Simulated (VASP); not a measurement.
# Cu (Pm-3n) in VASP: further runs

Runs on Cu. Level: PBE. Tasks: single point, relaxation of cell and atoms.

All numbers are computed with VASP 6.6.1; they aren't measurements. Logs are shortened: lines on timing, memory, paths and dates and some standing lists are left out, and cuts for length are marked.

**1. The cell of the first run**

The structure is cubic, space group Pm-3n (No. 223). The conventional cell has a = 4.527 Å, b = 4.527 Å, c = 4.527 Å, α = 90.00°, β = 90.00°, γ = 90.00°. Cu (site symmetry m-3) has 12 Cu at 2.53 Å within 3.3 Å. Within 3.0 Å of Cu (site symmetry -4m2) lie 14 Cu at 2.26 to 2.77 Å.

**2. Single point, PBE**

Input file INCAR:

```
  PREC = Accurate
  ENCUT = 520
  EDIFF = 1E-7
  ISMEAR = 0
  SIGMA = 0.1
  LREAL = F
  LASPH = T
  NELM = 60
  ALGO = Fast
  ISIF = 2
  LWAVE = F
  LCHARG = F
  GGA = PE
  NBANDS = 54
```

Input file KPOINTS:

```
regular mesh
0
Gamma
  4 4 4
```

Input file POSCAR:

```
Cu
1.0
    4.5274688734      0.0000000000      0.0000000000
    0.0000000000      4.5274688734      0.0000000000
    0.0000000000      0.0000000000      4.5274688734
Cu
8
Direct
    0.5000000000      0.5000000000      0.5000000000
    0.0000000000      0.0000000000      0.0000000000
    0.2500000000      0.0000000000      0.5000000000
    0.5000000000      0.2500000000      0.0000000000
    0.5000000000      0.7500000000      0.0000000000
    0.7500000000      0.0000000000      0.5000000000
    0.0000000000      0.5000000000      0.7500000000
    0.0000000000      0.5000000000      0.2500000000
```

Potentials or basis: VASP PAW PBE potentials, release 64 (Cu).

Run with:

```
cat potpaw_PBE.64/Cu/POTCAR > POTCAR
mpirun -np 1 vasp_std > vasp.out
```

OUTCAR:

```text
PREC = Accurate
   ENCUT = 520
   EDIFF = 1E-7
   ISMEAR = 0
   LREAL = F
   LASPH = T
   NELM = 60
   ISIF = 2
   GGA = PE

 ion  position               nearest neighbor table
   1  0.500  0.500  0.500-   3 2.53   4 2.53   5 2.53   6 2.53   7 2.53   8 2.53   4 2.53   5 2.53
                             3 2.53   6 2.53   7 2.53   8 2.53
   2  0.000  0.000  0.000-   3 2.53   4 2.53   5 2.53   6 2.53   7 2.53   8 2.53   3 2.53   6 2.53
                             7 2.53   8 2.53   4 2.53   5 2.53
   3  0.250  0.000  0.500-   6 2.26   6 2.26   1 2.53   2 2.53   1 2.53   2 2.53   8 2.77   5 2.77
                             4 2.77   5 2.77   4 2.77   7 2.77   8 2.77   7 2.77
   4  0.500  0.250  0.000-   5 2.26   5 2.26   1 2.53   1 2.53   2 2.53   2 2.53   8 2.77   3 2.77
                             3 2.77   6 2.77   6 2.77   7 2.77   7 2.77   8 2.77
   5  0.500  0.750  0.000-   4 2.26   4 2.26   1 2.53   1 2.53   2 2.53   2 2.53   8 2.77   3 2.77
                             3 2.77   6 2.77   6 2.77   7 2.77   7 2.77   8 2.77
   6  0.750  0.000  0.500-   3 2.26   3 2.26   1 2.53   2 2.53   1 2.53   2 2.53   8 2.77   4 2.77
                             4 2.77   5 2.77   5 2.77   7 2.77   8 2.77   7 2.77
   7  0.000  0.500  0.750-   8 2.26   8 2.26   1 2.53   2 2.53   2 2.53   1 2.53   3 2.77   4 2.77
                             5 2.77   3 2.77   6 2.77   6 2.77   4 2.77   5 2.77
   8  0.000  0.500  0.250-   7 2.26   7 2.26   1 2.53   2 2.53   2 2.53   1 2.53   3 2.77   4 2.77
                             5 2.77   3 2.77   6 2.77   6 2.77   4 2.77   5 2.77

  LATTYP: Found a simple cubic cell.
 ALAT       =     4.5274688734

  Lattice vectors:

 A1 = (   4.5274688734,   0.0000000000,   0.0000000000)
 A2 = (   0.0000000000,   4.5274688734,   0.0000000000)
 A3 = (   0.0000000000,   0.0000000000,   4.5274688734)

Analysis of symmetry for initial positions (statically):
=====================================================================
 Subroutine PRICEL returns:
 Original cell was already a primitive cell.

 Routine SETGRP: Setting up the symmetry group for a
 simple cubic supercell.

 Subroutine GETGRP returns: Found 48 space group operations
 (whereof 24 operations were pure point group operations)
 out of a pool of 48 trial point group operations.

The static configuration has the point symmetry T_h .
 The point group associated with its full space group is O_h .

Analysis of symmetry for dynamics (positions and initial velocities):
=====================================================================
 Subroutine PRICEL returns:
 Original cell was already a primitive cell.

 Routine SETGRP: Setting up the symmetry group for a
 simple cubic supercell.

 Subroutine GETGRP returns: Found 48 space group operations
 (whereof 24 operations were pure point group operations)
 out of a pool of 48 trial point group operations.

The dynamic configuration has the point symmetry T_h .
 The point group associated with its full space group is O_h .

 Subroutine INISYM returns: Found 48 space group operations
 (whereof 24 operations are pure point group operations),
 and found     1 'primitive' translations

----------------------------------------------------------------------------------------

                                     Primitive cell

  volume of cell :      92.8039

  direct lattice vectors                    reciprocal lattice vectors
     4.527468873  0.000000000  0.000000000     0.220873965  0.000000000  0.000000000
     0.000000000  4.527468873  0.000000000     0.000000000  0.220873965  0.000000000
     0.000000000  0.000000000  4.527468873     0.000000000  0.000000000  0.220873965

  length of vectors
     4.527468873  4.527468873  4.527468873     0.220873965  0.220873965  0.220873965

  position of ions in fractional coordinates (direct lattice)
     0.500000000  0.500000000  0.500000000
     0.000000000  0.000000000  0.000000000
     0.250000000  0.000000000  0.500000000
     0.500000000  0.250000000  0.000000000
     0.500000000  0.750000000  0.000000000
     0.750000000  0.000000000  0.500000000
     0.000000000  0.500000000  0.750000000
     0.000000000  0.500000000  0.250000000

  ion indices of the primitive-cell ions
   primitive index   ion index
                 1           1
                 2           2
                 3           3
                 4           4
                 5           5
                 6           6
                 7           7
                 8           8

----------------------------------------------------------------------------------------

 KPOINTS: regular mesh

Automatic generation of k-mesh.
 Grid dimensions read from file:
 generate k-points for:    4    4    4

 Generating k-lattice:

  Cartesian coordinates                     Fractional coordinates (reciprocal lattice)
     0.055218491  0.000000000  0.000000000     0.250000000  0.000000000  0.000000000
     0.000000000  0.055218491  0.000000000     0.000000000  0.250000000  0.000000000
     0.000000000  0.000000000  0.055218491     0.000000000  0.000000000  0.250000000

  Length of vectors
     0.055218491  0.055218491  0.055218491

  Shift w.r.t. Gamma in fractional coordinates (k-lattice)
     0.000000000  0.000000000  0.000000000

 Subroutine IBZKPT returns following result:
 ===========================================

 Found     10 irreducible k-points:

 Following reciprocal coordinates:
            Coordinates               Weight
  0.000000  0.000000  0.000000      1.000000
  0.250000  0.000000  0.000000      6.000000
  0.500000  0.000000  0.000000      3.000000
  0.250000  0.250000  0.000000     12.000000
  0.500000  0.250000  0.000000     12.000000
  0.500000  0.500000  0.000000      3.000000
  0.250000  0.250000  0.250000      8.000000
  0.500000  0.250000  0.250000     12.000000
  0.500000  0.500000  0.250000      6.000000
  0.500000  0.500000  0.500000      1.000000
   k-points           NKPTS =     10   k-points in BZ     NKDIM =     10   number of bands    NBANDS=     54
   number of dos      NEDOS =    301   number of ions     NIONS =      8
   total plane-waves  NPLWV =  46656
   dimension x,y,z NGX =    36 NGY =   36 NGZ =   36
   dimension x,y,z NGXF=    72 NGYF=   72 NGZF=   72
   ions per type =               8
   NGX,Y,Z   is equivalent  to a cutoff of  13.22, 13.22, 13.22 a.u.
   NGXF,Y,Z  is equivalent  to a cutoff of  26.44, 26.44, 26.44 a.u.
 SYSTEM =  unknown system
   PREC   = accura    normal or accurate (medium, high low for compatibility)
   ISTART =      0    job   : 0-new  1-cont  2-samecut
   ICHARG =      2    charge: 1-file 2-atom 10-const
   ISPIN  =      1    spin polarized calculation?
   LNONCOLLINEAR =      F non collinear calculations
   LSORBIT =      F    spin-orbit coupling
   LASPH  =      T    aspherical Exc in radial PAW
   ENCUT  =  520.0 eV  38.22 Ry    6.18 a.u.   8.42  8.42  8.42*2*pi/ulx,y,z
   NELM   =     60;   NELMIN=  2; NELMDL= -5     # of ELM steps
   EDIFF  = 0.1E-06   stopping-criterion for ELM
   LREAL  =      F    real-space projection
   EDIFFG = 0.1E-05   stopping-criterion for IOM
   NSW    =      0    number of steps for IOM
   IBRION =     -1    ionic relax: 0-MD 1-quasi-New 2-CG
   NFREE  =      0    steps in history (QN), initial steepest desc. (CG)
   ISIF   =      2    stress and relaxation
   ISYM   =      2    0-nonsym 1-usesym 2-fastsym
   POTIM  = 0.5000    time-step for ionic-motion
   TEBEG  =    0.0;   TEEND  =   0.0 temperature during run
   PSTRESS=    0.0 pullay stress
   NELECT =      88.0000    total number of electrons
   NUPDOWN=      -1.0000    fix difference up-down
   EMIN   =  10.00;   EMAX   =-10.00  energy-range for DOS
   EFERMI =   0.00;   METHOD = LEGACY
   ISMEAR =     0;   SIGMA  =   0.10  broadening in eV -4-tet -1-fermi 0-gaus
   EFERMI_NEDOS =   21; number of points for ismear=-14 and -15
   IALGO  =     68    algorithm
   IMIX   =      4    mixing-type and parameters
     AMIX     =   0.40;   BMIX     =  1.00
     AMIX_MAG =   1.60;   BMIX_MAG =  1.00
  volume/ion in A,a.u.               =      11.60        78.28
  Fermi-wavevector in a.u.,A,eV,Ry     =   1.608349  3.039339 35.195360  2.586786
  Thomas-Fermi vector in A             =   2.704232
   LORBIT       =      0    0 simple, 1 ext, 2 COOP (PROOUT), +10 PAW based schemes
   GGA     = PE    functional components
   LHFCALC =     F    Hartree Fock is set to
   AEXX    =    0.0000 exact exchange contribution
   IVDW    =     0    specifies the selected vdW correction
   LEPSILON=     F    determine dielectric tensor
   LRPA    =     F    only Hartree local field effects (RPA)
 non-spin polarized calculation
 RMM-DIIS sequential band-by-band and
 Gauss-broadening in eV      SIGMA  =   0.10
  energy-cutoff  :      520.00
  volume of cell :       92.80
 maximum number of plane-waves:      2522
 NGX is ok and might be reduce to    36
   NGX = 17   NGY = 17   NGZ = 17

 number of electron      88.0000047 magnetization

 Free energy of the ion-electron system (eV)
  ---------------------------------------------------
  ext. energy  EPLUGINS =         0.00000000
  ---------------------------------------------------
  free energy    TOTEN  =       -29.00353325 eV

  energy without entropy =      -28.99737746  energy(sigma->0) =      -29.00045535

 E-fermi :   7.8316     XC(G=0): -12.8167

 val. band max:        7.7316637463   @ k =   0.0000   0.0000   0.0000
 cond. band min:       7.8544122602   @ k =   0.5000   0.5000   0.2500
 fundamental gap:      0.1227485139
 Fermi energy:         7.8315797719

 k-point     1 :       0.0000    0.0000    0.0000
  band No.  band energies     occupation
      1      -1.6734      2.00000
      2       2.5043      2.00000
      3       2.5043      2.00000
      4       3.0160      2.00000
      5       3.5185      2.00000
      6       3.5185      2.00000
[... 46 lines left out ...]
     53      15.6482      0.00000
     54      15.6485      0.00000

 k-point     2 :       0.2500    0.0000    0.0000
  band No.  band energies     occupation
      1      -1.1937      2.00000
      2       1.8916      2.00000
      3       2.7197      2.00000
      4       2.7380      2.00000
      5       3.4488      2.00000
      6       3.4488      2.00000
[... 46 lines left out ...]
     53      16.0974      0.00000
     54      16.0993      0.00000

 k-point     3 :       0.5000    0.0000    0.0000
  band No.  band energies     occupation
      1       0.1564      2.00000
      2       0.1564      2.00000
      3       2.7635      2.00000
      4       2.7635      2.00000
      5       3.4085      2.00000
      6       3.4085      2.00000
[... 46 lines left out ...]
     53      17.0509      0.00000
     54      17.0599      0.00000

 k-point     4 :       0.2500    0.2500    0.0000
  band No.  band energies     occupation
      1      -0.7243      2.00000
      2       2.1039      2.00000
      3       2.2525      2.00000
      4       2.8661      2.00000
      5       3.1769      2.00000
      6       3.3342      2.00000
[... 46 lines left out ...]
     53      16.2758      0.00000
     54      16.5760      0.00000

 k-point     5 :       0.5000    0.2500    0.0000
  band No.  band energies     occupation
      1       0.5719      2.00000
      2       0.5928      2.00000
      3       2.5857      2.00000
      4       2.9386      2.00000
      5       3.0078      2.00000
      6       3.2482      2.00000
[... 46 lines left out ...]
     53      15.0769      0.00000
     54      15.3418      0.00000

 k-point     6 :       0.5000    0.5000    0.0000
  band No.  band energies     occupation
      1       1.5798      2.00000
      2       1.7237      2.00000
      3       1.7237      2.00000
      4       1.7777      2.00000
      5       3.1353      2.00000
      6       3.1546      2.00000
[... 46 lines left out ...]
     53      18.9458      0.00000
     54      19.0784      0.00000

 k-point     7 :       0.2500    0.2500    0.2500
  band No.  band energies     occupation
      1      -0.2665      2.00000
      2       2.4020      2.00000
      3       2.4020      2.00000
      4       2.4927      2.00000
      5       3.1638      2.00000
      6       3.1638      2.00000
[... 46 lines left out ...]
     53      16.4110      0.00000
     54      16.7322      0.00000

 k-point     8 :       0.5000    0.2500    0.2500
  band No.  band energies     occupation
      1       0.9898      2.00000
      2       0.9898      2.00000
      3       2.8313      2.00000
      4       2.8313      2.00000
      5       3.0072      2.00000
      6       3.0072      2.00000
[... 46 lines left out ...]
     53      17.8408      0.00000
     54      18.1316      0.00000

 k-point     9 :       0.5000    0.5000    0.2500
  band No.  band energies     occupation
      1       1.9699      2.00000
      2       2.0405      2.00000
      3       2.0405      2.00000
      4       2.0502      2.00000
      5       3.0673      2.00000
      6       3.1501      2.00000
[... 46 lines left out ...]
     53      19.3781      0.00000
     54      19.3959      0.00000

 k-point    10 :       0.5000    0.5000    0.5000
  band No.  band energies     occupation
      1       2.7259      2.00000
      2       2.7259      2.00000
      3       2.7259      2.00000
      4       2.7259      2.00000
      5       2.7259      2.00000
      6       2.7259      2.00000
[... 46 lines left out ...]
     53      20.4368      0.00000
     54      20.4725      0.00000

------------------------ aborting loop because EDIFF is reached ----------------------------------------

  FORCE on cell =-STRESS in cart. coord.  units (eV):
  Direction    XX          YY          ZZ          XY          YZ          ZX
  --------------------------------------------------------------------------------------
  -------------------------------------------------------------------------------------
  Total        5.2896433      5.2896433      5.2896433      0.0000000      0.0000000      0.0000000
  in kB       91.3209772     91.3209772     91.3209772      0.0000000      0.0000000      0.0000000
  external PRESSURE =      91.3209772 kB  Pullay stress =       0.0000000 kB

 VOLUME and BASIS-vectors are now :
 -----------------------------------------------------------------------------
  energy-cutoff  :      520.00
  volume of cell :       92.80
      direct lattice vectors                 reciprocal lattice vectors
     4.527468873  0.000000000  0.000000000     0.220873965  0.000000000  0.000000000
     0.000000000  4.527468873  0.000000000     0.000000000  0.220873965  0.000000000
     0.000000000  0.000000000  4.527468873     0.000000000  0.000000000  0.220873965

 POSITION                                       TOTAL-FORCE (eV/Angst)
 -----------------------------------------------------------------------------------
      2.26373      2.26373      2.26373        -0.000000     -0.000000      0.000000
      0.00000      0.00000      0.00000        -0.000000     -0.000000      0.000000
      1.13187      0.00000      2.26373        -0.000000      0.000000      0.000000
      2.26373      1.13187      0.00000         0.000000      0.000000     -0.000000
      2.26373      3.39560      0.00000         0.000000     -0.000000      0.000000
      3.39560      0.00000      2.26373         0.000000      0.000000      0.000000
      0.00000      2.26373      3.39560        -0.000000     -0.000000     -0.000000
      0.00000      2.26373      1.13187        -0.000000      0.000000      0.000000
 -----------------------------------------------------------------------------------
    total drift:                                0.000000      0.000000     -0.000000

  FREE ENERGIE OF THE ION-ELECTRON SYSTEM (eV)
  ---------------------------------------------------
  free  energy   TOTEN  =       -29.0035332454 eV

  energy  without entropy=      -28.9973774586  energy(sigma->0) =      -29.00045535
```

Run time: 68 s. Hardware: 1 thread of AMD EPYC 9R45 (Zen 5), shared host; peak memory 0.17 GiB.

What came out:

* Free energy: -29.0035 eV
* Pressure: 9.1 GPa
* Band gap on the k mesh: zero (band 44 reaches 8.62 eV, above the bottom of band 45 at 6.85 eV)

**3. Single point, PBE**

This run uses another cell than the first one, of 12.24 Å³/atom, 1.055 times its volume.

Input file INCAR:

```
SYSTEM = Cu
ALGO     = Normal         ! electronic algorithm
EDIFF    = 1E-7           ! SCF threshold, eV
ENCUT    = 520            ! plane-wave cutoff, eV
GGA      = PE             ! functional
ISIF     = 2              ! what is computed and relaxed
ISMEAR   = 0              ! smearing method
LASPH    = .TRUE.         ! aspherical terms in the spheres
LCHARG   = .FALSE.        ! write CHGCAR
LREAL    = .FALSE.        ! projectors in reciprocal space
LWAVE    = .FALSE.        ! write WAVECAR
NBANDS   = 54             ! bands
NELM     = 100            ! most SCF steps
PREC     = Accurate       ! precision mode
SIGMA    = 0.1            ! smearing width, eV
```

Input file KPOINTS:

```
k-points
0
G
  4 4 4
  0 0 0
```

Changes to POSCAR since step 2:

```diff
@@ -2,5 +2,5 @@
 1.0
-    4.5274688734      0.0000000000      0.0000000000
-    0.0000000000      4.5274688734      0.0000000000
-    0.0000000000      0.0000000000      4.5274688734
+    4.6093965509      0.0000000000      0.0000000000
+    0.0000000000      4.6093965509      0.0000000000
+    0.0000000000      0.0000000000      4.6093965509
 Cu
```

Potentials or basis: VASP PAW PBE potentials, release 64 (Cu).

Run with:

```
cat potpaw_PBE.64/Cu/POTCAR > POTCAR
mpirun -np 1 vasp_std > vasp.out
```

Wall time 60 s (1 thread of AMD EPYC 9R45 (Zen 5), shared host); peak memory 0.17 GiB.

The run converged. Its results:

```yaml
Free_energy: -29.1601 eV
Pressure: 0.9 GPa
Band_gap_on_the_k_mesh: zero (band 44 reaches 7.99 eV, above the bottom of band 45 at 6.21 eV)
```

Levels at points of the mesh, in eV from the Fermi level:
```csv
k point,band 40,band 41,band 42,band 43,band 44,band 45,band 46,band 47,band 48,band 49
"(0.00, 0.00, 0.00)",-1.59,-1.59,-0.10,-0.10,-0.10,1.07,1.07,1.22,6.33,6.33
"(0.50, 0.00, 0.00)",-1.60,-1.38,-1.38,0.81,0.81,1.06,1.06,2.80,2.80,3.18
"(0.50, 0.50, 0.00)",-1.68,-1.59,-1.47,-1.47,-1.32,1.19,2.70,2.70,3.38,4.16
"(0.50, 0.50, 0.50)",-1.77,-0.97,-0.97,-0.97,-0.97,-0.97,-0.97,-0.76,-0.76,12.14
```

(Continued in part 2 of 2.)
